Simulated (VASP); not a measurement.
## Al4B3P: single point with PBE

Crystal: Al4B3P.

```
CELL_PARAMETERS angstrom
5.25728 0.00000 0.00000
-2.62864 4.55293 0.00000
0.00000 0.00000 4.72599
ATOMIC_POSITIONS crystal
Al 0.50000 0.00000 0.00000
Al 0.00000 0.50000 0.00000
Al 0.50000 0.50000 0.00000
Al 0.00000 0.00000 0.00000
B 0.50000 0.00000 0.50000
B 0.00000 0.50000 0.50000
B 0.50000 0.50000 0.50000
P 0.00000 0.00000 0.50000
```

```yaml
Program: VASP 6.6.1
Task: single point
Functional: PBE
Potentials_or_basis: VASP PAW PBE potentials, release 64 (Al, B, P)
Cutoff: 500 eV
k_mesh: 4 × 4 × 3
Occupations: gaussian, width 0.2 eV
Spin: no spin polarisation
Dipole_correction: no
Further_INCAR_settings: ALGO = Normal; EDIFF = 1e-06; NBANDS = 23
```

| Quantity | Value |
| --- | --- |
| Pressure | -0.2 GPa |
| Band gap on the k mesh | zero (band 13 reaches 6.85 eV, above the bottom of band 14 at 4.58 eV) |

Stress tensor (GPa, compression positive):
```
-0.34  0.00  0.00
 0.00 -0.34  0.00
 0.00  0.00  0.00
```

Levels at points of the mesh, in eV from the Fermi level:
| k point | band 12 | band 13 | band 14 | band 15 | band 16 | band 17 |
| --- | --- | --- | --- | --- | --- | --- |
| (0.00, 0.00, 0.00) | -0.31 | -0.07 | -0.07 | 0.19 | 1.06 | 1.77 |
| (0.50, 0.00, 0.00) | -0.87 | -0.50 | -0.18 | -0.11 | 0.25 | 2.38 |

Run time: 23 s on 1 thread of Intel(R) Xeon(R) Platinum 8259CL CPU @ 2.50GHz (Skylake/Cascade Lake), on a shared host, peak memory 0.23 GiB.

Caveat: the k points lie up to 0.44 Å⁻¹ apart.
